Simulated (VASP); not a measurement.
SiC: single point with r2SCAN

Crystal: SiC.

```
CELL_PARAMETERS angstrom
3.19887 0.00000 0.00000
-1.59943 2.77030 0.00000
0.00000 0.00000 5.02947
ATOMIC_POSITIONS crystal
Si 0.33333 0.66667 0.25000
Si 0.66667 0.33333 0.75000
C 0.66667 0.33333 0.25000
C 0.33333 0.66667 0.75000
```

This cell differs from its parent crystal: volume changed by +6%.

* Program: VASP 6.6.1
* Task: single point
* Functional: r2SCAN
* Potentials or basis: VASP PAW PBE potentials, release 64 (Si, C)
* Cutoff: 520 eV
* k mesh: 9 × 9 × 4
* Occupations: fermi-dirac, width 0.02 eV
* Spin: no spin polarisation
* Dipole correction: no
* Further INCAR settings: ALGO = Normal; EDIFF = 1e-07; NBANDS = 16

The pressure is -11.7 GPa and the band gap on the k mesh is 0.09 eV, indirect (least direct gap 1.36 eV).

Stress tensor (GPa, compression positive):
```
-15.51   0.00   0.00
  0.00 -15.51   0.00
  0.00   0.00  -4.21
```

Levels at points of the mesh, in eV from the valence-band top:
| k point | band 5 | band 6 | band 7 | band 8 | band 9 | band 10 | band 11 | band 12 |
| --- | --- | --- | --- | --- | --- | --- | --- | --- |
| (0.00, 0.00, 0.00) | -4.58 | -3.30 | -3.30 | 0.00 | 1.36 | 3.40 | 4.04 | 4.04 |
| (0.00, 0.00, 0.50) | -3.98 | -3.98 | -3.98 | -3.98 | 2.72 | 2.72 | 4.64 | 4.64 |

It took 45 s on 1 thread of Intel(R) Xeon(R) Platinum 8488C (Sapphire Rapids), on a shared host, peak memory 0.17 GiB.

Caveat: the PAW data sets were made with another functional, which shifts forces and pressure a little. A k mesh can miss the band edges.
